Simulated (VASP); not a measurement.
Crystal: IrO.

```
Ir O
1.0
     1.94037    1.12027    2.10973
    -1.94037    1.12027    2.10973
     0.00000   -2.24055    2.10973
Ir O
1 1
Direct
  0.00000 0.00000 0.00000
  0.50000 0.50000 0.50000
```

The cell was built from a structure type or drawn by symmetry, and may not be a known phase.

```yaml
Program: VASP 6.6.1
Task: relaxation of cell and atoms
Functional: PBE
Potentials_or_basis: VASP PAW PBE potentials, release 64 (Ir, O)
Cutoff: 600 eV
k_mesh: 6 × 6 × 6
Occupations: gaussian, width 0.1 eV
Spin: collinear spin
Starting_moments: "[1.0, 0.0] μB"
```

At the start: pressure -32.0 GPa; volume 13.76 Å³/atom.

Question: Where does the relaxation end?

Answer: Over 7 steps the energy falls by 342.9 meV/atom and the volume is 11.13 Å³/atom (-19.1 %); space group R-3m (No. 166, to 0.1 Å) before and after; moment 0.00 μB per cell.

Step by step:
| step | energy change (eV) | largest force (eV/Å) | pressure (GPa) | volume (Å³) |
| --- | --- | --- | --- | --- |
| 1 | 0.0000 | 0.0000 | -32.04 | 27.52 |
| 2 | 0.3674 | 0.0000 | 94.48 | 17.93 |
| 3 | -0.6819 | 0.0000 | -2.26 | 22.45 |
| 4 | -0.6836 | 0.0000 | -0.50 | 22.29 |
| 5 | -0.6838 | 0.0000 | 0.63 | 22.19 |
| 6 | -0.6857 | 0.0000 | 0.40 | 22.24 |
| 7 | -0.6858 | 0.0000 | 0.32 | 22.26 |

Final structure:
```xyz
2
Lattice="1.7813 1.0284 2.0248 -1.7813 1.0284 2.0248 0.0000 -2.0569 2.0248" Properties=species:S:1:pos:R:3 pbc="T T T"
Ir    0.0000    0.0000    0.0000
O     0.0000    0.0000    3.0372
```

Caveat: the volume moved by over 15 % at a fixed basis, so the end points are rough.
